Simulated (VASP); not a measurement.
BC5, 6 atoms in the cell. Symmetry: P6/mmm, No. 191, hexagonal system. The conventional cell has a = 3.045 Å, b = 3.045 Å, c = 8.332 Å, α = 90.00°, β = 90.00°, γ = 120.00°. B (site symmetry 6/mmm) has 6 C at 1.76 Å within 2.3 Å. C (site symmetry mmm) has 4 C at 1.52 Å within 2.0 Å. C (site symmetry -6m2) has 3 B at 1.76 Å and 3 C at 1.76 Å within 2.3 Å. 

```yaml
Program: VASP 6.6.1
Task: single point
Functional: PBE
Potentials_or_basis: VASP PAW PBE potentials, release 64 (B, C)
Cutoff: 520 eV
k_mesh: 12 × 12 × 6
Occupations: gaussian, width 0.1 eV
Spin: no spin polarisation
Dipole_correction: no
Further_INCAR_settings: ALGO = Normal; EDIFF = 1e-06; NBANDS = 20
```

Potentials or basis: VASP PAW PBE potentials, release 64 (B, C).

Run with:

```bash
$ cat potpaw_PBE.64/B/POTCAR potpaw_PBE.64/C/POTCAR > POTCAR
$ mpirun -np 1 vasp_std > vasp.out
```

Hardware: 1 thread of AMD EPYC 7R43 64-Core Processor (Zen 3) (shared host).

Question: How long does it take, and how much memory?

Answer: Run time: 2.3 min on 1 thread of AMD EPYC 7R43 64-Core Processor (Zen 3) (shared host), peak memory 0.18 GiB. Counts: scf iterations 15, k points 76.
